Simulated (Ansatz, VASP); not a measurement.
# YHf2: VASP beside Ansatz

```xyz
3
Lattice="-2.1946 2.1946 3.5994 2.1946 -2.1946 3.5994 2.1946 2.1946 -3.5994" Properties=species:S:1:pos:R:3 pbc="T T T"
Y     0.0000    0.0000    0.0000
Hf    0.0000    0.0000    4.2689
Hf    0.0000    0.0000    2.9299
```

Alike in both runs: task single point; functional PBE; k mesh 6 × 6 × 6; occupations gaussian, width 0.1 eV; no spin polarisation.

|  | VASP | Ansatz |
| --- | --- | --- |
| version | VASP 6.6.1 | Ansatz 0.2.0 |
| potentials or method | VASP PAW PBE potentials, release 64 (Y_sv, Hf_pv), cutoff 520 eV | scalar-relativistic, plane waves, PAW |
| valence electrons in the cell | 31 | 63 |

|  | VASP | Ansatz | Ansatz less VASP |
| --- | --- | --- | --- |
| gap on the k mesh at the Fermi level (eV) | none | none | - |
| rms of the force components (eV/Å) | 106.497 | 189.772 | +83.2752 |

Atom by atom the forces differ by 83.275 eV/Å (rms over components). A gap of «none» marks a metal or a gap that the smearing closes. With one functional, cell and mesh, what is left measures potentials, basis and numerics. VASP's potentials hold 31 valence electrons a cell and Ansatz's 63, so a difference there can come from the potentials and not from the codes.

Spin-orbit coupling is off throughout.
